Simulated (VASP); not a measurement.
As, 2 atoms in the cell. Symmetry: C2/m, No. 12, monoclinic system. Conventional cell: a = 6.515 Å, b = 3.762 Å, c = 4.131 Å, α = 90.00°, β = 121.72°, γ = 90.00°. Within 3.3 Å of As (site symmetry m) lie 6 As at 2.36 to 3.28 Å.  This cell differs from its parent crystal: shortest bond scaled by 0.94.

* Program: VASP 6.6.1
* Task: electric field gradients
* Functional: PBEsol
* Potentials or basis: VASP PAW PBE potentials, release 64 (As)
* Cutoff: 520 eV
* k mesh: 10 × 10 × 10
* Occupations: fermi-dirac, width 0.05 eV
* Spin: no spin polarisation
* Dipole correction: no
* Further INCAR settings: ALGO = Normal; EDIFF = 1e-08; NBANDS = 12

Potentials or basis: VASP PAW PBE potentials, release 64 (As).

The run is started by

```bash
$ cat potpaw_PBE.64/As/POTCAR > POTCAR
$ mpirun -np 1 vasp_std > vasp.out
```

Hardware: 1 thread of AMD EPYC 9R45 96-Core Processor (Zen 5), with other jobs on the host.

Q: Estimate the wall time of this run.

A: It took 73 s on 1 thread of AMD EPYC 9R45 96-Core Processor (Zen 5) (shared host), peak memory 0.23 GiB. Counts: scf iterations 14, k points 282.
